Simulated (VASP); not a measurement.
Crystal: CdF2.

```xyz
3
Lattice="0.0000 2.7222 2.7222 2.7222 0.0000 2.7222 2.7222 2.7222 0.0000" Properties=species:S:1:pos:R:3 pbc="T T T"
Cd    0.0000    0.0000    0.0000
F     1.3611    1.3611    1.3611
F     4.0834    4.0834    4.0834
```

```yaml
Program: VASP 6.6.1
Task: relaxation of cell and atoms
Functional: PBE
Potentials_or_basis: VASP PAW PBE potentials, release 64 (Cd, F)
Cutoff: 600 eV
k_mesh: 8 × 8 × 8
Occupations: gaussian, width 0.02 eV
Spin: no spin polarisation
```

At the start: pressure 2.4 GPa; volume 13.45 Å³/atom.

Task: How do energy, volume and symmetry change on relaxing?

Result: Over 3 steps the energy falls by 2.4 meV/atom and the volume is 13.78 Å³/atom (+2.5 %); space group Fm-3m (No. 225, to 0.1 Å) before and after.

The path:
```csv
step,energy change (eV),largest force (eV/Å),pressure (GPa),volume (Å³)
1,0.0000,0.0000,2.44,40.35
2,-0.0070,0.0000,-0.46,41.55
3,-0.0073,0.0000,0.01,41.34
```

Final structure:
```cif
data_structure
_symmetry_space_group_name_H-M 'P 1'
_symmetry_Int_Tables_number 1
_cell_length_a 3.8812
_cell_length_b 3.8812
_cell_length_c 3.8812
_cell_angle_alpha 60.000
_cell_angle_beta 60.000
_cell_angle_gamma 60.000
_cell_volume 41.34
loop_
_atom_site_label
_atom_site_type_symbol
_atom_site_fract_x
_atom_site_fract_y
_atom_site_fract_z
_atom_site_occupancy
Cd1 Cd 0.00000 0.00000 0.00000 1
F1 F 0.25000 0.25000 0.25000 1
F2 F 0.75000 0.75000 0.75000 1
```
